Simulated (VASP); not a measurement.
Set up this calculation in VASP 6.6.1, as the native input.

```yaml
Task: single point
Functional: PBE
Potentials_or_basis: VASP PAW PBE potentials, release 64 (Pb_d, S)
Cutoff: 520 eV
k_mesh: 8 × 8 × 3
Occupations: fermi-dirac, width 0.01 eV
Spin: no spin polarisation
Dipole_correction: no
Further_INCAR_settings: ALGO = Normal; EDIFF = 1e-06; NBANDS = 28
```

The structure of PbS lies in POSCAR:

```
PbS
1.0
    2.9405000000     -2.9000000000      0.0000000000
    2.9405000000      2.9000000000      0.0000000000
   -1.0800549142      0.0000000000     11.7092938464
Pb S
2 2
Direct
    0.7732725278      0.7732725278      0.6259146885
    0.2267274722      0.2267274722      0.3740853115
    0.2693186932      0.2693186932      0.6052578569
    0.7306813068      0.7306813068      0.3947421431
```

The input as run:

INCAR

```
SYSTEM = PbS
  PREC = Accurate
  ENCUT = 520
  EDIFF = 1E-6
  ISMEAR = -1
  SIGMA = 0.01
  LREAL = .FALSE.
  LASPH = .TRUE.
  NELM = 80
  ALGO = Normal
  ISIF = 2
  LWAVE = .FALSE.
  LCHARG = .FALSE.
  GGA = PE
  NBANDS = 28
```

KPOINTS

```
regular mesh
0
G
  8 8 3
  0 0 0
```

Potentials or basis: VASP PAW PBE potentials, release 64 (Pb_d, S).

Command:

```sh
$ cat potpaw_PBE.64/Pb_d/POTCAR potpaw_PBE.64/S/POTCAR > POTCAR
$ mpirun -np 1 vasp_std > vasp.out
```

Results of the run:

```json
{
 "Largest force": "0.019 eV/Å",
 "Band gap on the k mesh": "1.54 eV, indirect (least direct gap 1.82 eV)"
}
```

Caveat: spin-orbit coupling is left out, which moves the levels of the heavy elements.

It took 3.1 min on 1 thread of Intel(R) Xeon(R) Platinum 8375C CPU @ 2.90GHz (Ice Lake), on a shared host, peak memory 0.46 GiB.
